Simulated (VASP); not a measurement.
A run of VASP 6.6.1 is set up as follows.

The input INCAR:

```
SYSTEM = Au
ALGO = Normal ; EDIFF = 1E-6
ENCUT = 500 ; GGA = PS
GGA_COMPAT = .FALSE. ; ISIF = 2
ISMEAR = -1 ; LASPH = .TRUE.
LCHARG = .FALSE. ; LREAL = .FALSE.
LWAVE = .FALSE. ; NBANDS = 18
NELM = 120 ; PREC = Accurate
SIGMA = 0.15
```

The input KPOINTS:

```
k-points
0
G
  18 18 10
  0 0 0
```

Contents of POSCAR:

```
Au
1.0
    2.8456138871      0.0000000000      0.0000000000
   -1.4228069436      2.4643739156      0.0000000000
    0.0000000000      0.0000000000      4.7617520804
Au
2
Direct
    0.3333333333      0.6666666667      0.7500000000
    0.6666666667      0.3333333333      0.2500000000
```

Potentials or basis: VASP PAW PBE potentials, release 64 (Au).

The run is started by

```sh
$ cat potpaw_PBE.64/Au/POTCAR > POTCAR
$ mpirun -np 1 vasp_std > vasp.out
```

(1) What does it give for the pressure?

(2) What does it give for the band gap on the k mesh?

## Answers

(1) 3.4 GPa.

(2) zero (bands 11 and 12 overlap by 7.07 eV).

Caveat: the cell stands under pressure; the PAW data sets were made with another functional, which shifts forces and pressure a little; spin-orbit coupling is left out, which moves the levels of the heavy elements.
